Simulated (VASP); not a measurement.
**Hg: single point with r2SCAN+D4**

Crystal: Hg.

```xyz
3
Lattice="5.4667 0.0000 0.0000 -2.7333 4.7343 0.0000 0.0000 0.0000 3.1852" Properties=species:S:1:pos:R:3 pbc="T T T"
Hg    0.0000    3.1562    1.5926
Hg    2.7333    1.5781    1.5926
Hg    0.0000    0.0000    0.0000
```

- Program: VASP 6.6.1
- Task: single point
- Functional: r2SCAN
- Dispersion: D4
- Potentials or basis: VASP PAW PBE potentials, release 64 (Hg)
- Cutoff: 520 eV
- k mesh: 6 × 6 × 9
- Occupations: gaussian, width 0.1 eV
- Spin: no spin polarisation
- Dipole correction: no
- Further INCAR settings: ALGO = Normal; EDIFF = 1e-07; NBANDS = 25

- Pressure: -0.9 GPa
- Band gap on the k mesh: zero (band 18 reaches 3.16 eV, above the bottom of band 19 at 0.77 eV)
- Dispersion energy per atom: -0.133 eV

Levels at points of the mesh, in eV from the Fermi level:
```tsv
k point	band 14	band 15	band 16	band 17	band 18	band 19	band 20	band 21	band 22	band 23
(0.00, 0.00, 0.00)	-6.39	-5.96	-5.96	-1.45	-1.07	2.08	2.08	2.17	2.17	8.78
(0.50, 0.00, 0.00)	-6.04	-5.95	-5.49	-5.35	-1.86	-0.68	5.98	5.98	8.10	8.15
```

Run time: 7.3 min on 1 thread of AMD EPYC 7R43 64-Core Processor (Zen 3), with other jobs on the host, peak memory 0.19 GiB.

Caveat: the PAW data sets were made with another functional, which shifts forces and pressure a little; spin-orbit coupling is left out, which moves the levels of the heavy elements; pairwise dispersion overbinds metals, which lowers pressure and volume.
